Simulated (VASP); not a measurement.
Set up this calculation in VASP 6.6.1, as the native input.

```yaml
Task: electric field gradients
Functional: PBE
Potentials_or_basis: VASP PAW PBE potentials, release 64 (Sb)
Cutoff: 520 eV
k_mesh: 13 × 13 × 13
Occupations: fermi-dirac, width 0.05 eV
Spin: no spin polarisation
Dipole_correction: no
Further_INCAR_settings: ALGO = Normal; EDIFF = 1e-08; NBANDS = 8
```

The structure of Sb lies in POSCAR:

```
Sb
1.0
    3.2015837161      0.0000000000      0.0000000000
    0.0000000000      3.2015837161      0.0000000000
    0.0000000000      0.0000000000      3.2015837161
Sb
1
Direct
    0.0000000000      0.0000000000      0.0000000000
```

This cell differs from its parent crystal: volume scaled by 1.04.

The input as run:

INCAR

```
SYSTEM = Sb
PREC = Accurate
ENCUT = 520
EDIFF = 1E-8
ISMEAR = -1
SIGMA = 0.05
LREAL = .False.
LASPH = .True.
NELM = 100
ALGO = Normal
ISIF = 2
LWAVE = .False.
LCHARG = .False.
GGA = PE
LEFG = .True.
NBANDS = 8
```

KPOINTS

```
regular mesh
0
Gamma
  13 13 13
  0 0 0
```

Potentials or basis: VASP PAW PBE potentials, release 64 (Sb).

Run with:

```console
$ cat potpaw_PBE.64/Sb/POTCAR > POTCAR
$ mpirun -np 1 vasp_std > vasp.out
```

It gave:

```yaml
Pressure: -4.1 GPa
```

Caveat: without QUAD_EFG the Cq values of the log hold for a quadrupole moment of 1 mb, not for the nuclei.

It took 17 s on 1 thread of Intel Xeon 8259CL (shared host), peak memory 0.15 GiB.
